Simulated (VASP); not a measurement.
A run of VASP 6.6.1 is set up as follows.

POSCAR

```
MgS
1.0
    0.0000000000      5.2030358740      5.2030358740
    5.2030358740      0.0000000000      5.2030358740
    5.2030358740      5.2030358740      0.0000000000
Mg S
8 8
Direct
   -0.0001074373      0.0027261008     -0.0018787109
    0.0013024127      0.0039343377      0.4959526635
    0.0020707141      0.4981301422     -0.0010676459
   -0.0004078388      0.5013430742      0.4956031560
    0.4941993602      0.0066297832     -0.0006528881
    0.5045851237     -0.0024946013      0.4986653106
    0.5015463209      0.4981300461      0.0000871607
    0.5063227631      0.5005176906      0.4985150137
    0.2522309151      0.2458963442      0.2493504814
    0.2523407549      0.2454370931      0.7509154453
    0.2470009877      0.7546248181      0.2500217241
    0.2517140054      0.7483173467      0.7495164543
    0.7467050188      0.2511820083      0.2508760331
    0.7479839836      0.2495774643      0.7531455856
    0.7464810149      0.7491852054      0.2514129312
    0.7483327223      0.7490200134      0.7559628831
```

File INCAR.step1:

```
ALGO     = Normal         # electronic algorithm
EDIFF    = 1E-4           # SCF threshold, eV
ENCUT    = 520            # plane-wave cutoff, eV
GGA      = PE             # functional
ISMEAR   = -1             # smearing method
LASPH    = True           # aspherical terms in the spheres
LCHARG   = False          # write CHGCAR
LREAL    = Auto         
LWAVE    = True           # write WAVECAR
NBANDS   = 46             # bands
NELM     = 80             # most SCF steps
PREC     = Accurate       # precision mode
SIGMA    = 0.02           # smearing width, eV
```

Contents of INCAR.step2:

```
ALGO     = Normal         # electronic algorithm
EDIFF    = 1E-6           # SCF threshold, eV
ENCUT    = 520            # plane-wave cutoff, eV
ISIF     = 2              # what is computed and relaxed
ISMEAR   = -1             # smearing method
ISTART   = 1            
LASPH    = True           # aspherical terms in the spheres
LCHARG   = False          # write CHGCAR
LMIXTAU  = True         
LREAL    = Auto         
LWAVE    = False          # write WAVECAR
METAGGA  = R2SCAN         # meta-GGA
NBANDS   = 46             # bands
NELM     = 80             # most SCF steps
PREC     = Accurate       # precision mode
SIGMA    = 0.02           # smearing width, eV
```

Contents of KPOINTS:

```
k-points
0
Gamma
  2 2 2
```

Potentials or basis: VASP PAW PBE potentials, release 64 (Mg, S).

Run with:

```sh
$ cat potpaw_PBE.64/Mg/POTCAR potpaw_PBE.64/S/POTCAR > POTCAR
$ cp INCAR.step1 INCAR
$ mpirun -np 1 vasp_std > vasp.out
$ cp INCAR.step2 INCAR
$ mpirun -np 1 vasp_std > vasp.out
```

(1) Estimate the band gap on the k mesh.

(2) Estimate the largest force.

(3) Estimate the pressure.

Results:

(1) 3.41 eV.

(2) 0.277 eV/Å.

(3) 0.0 GPa.

Caveat: the k points lie up to 0.52 Å⁻¹ apart; the PAW data sets were made with another functional, which shifts forces and pressure a little.
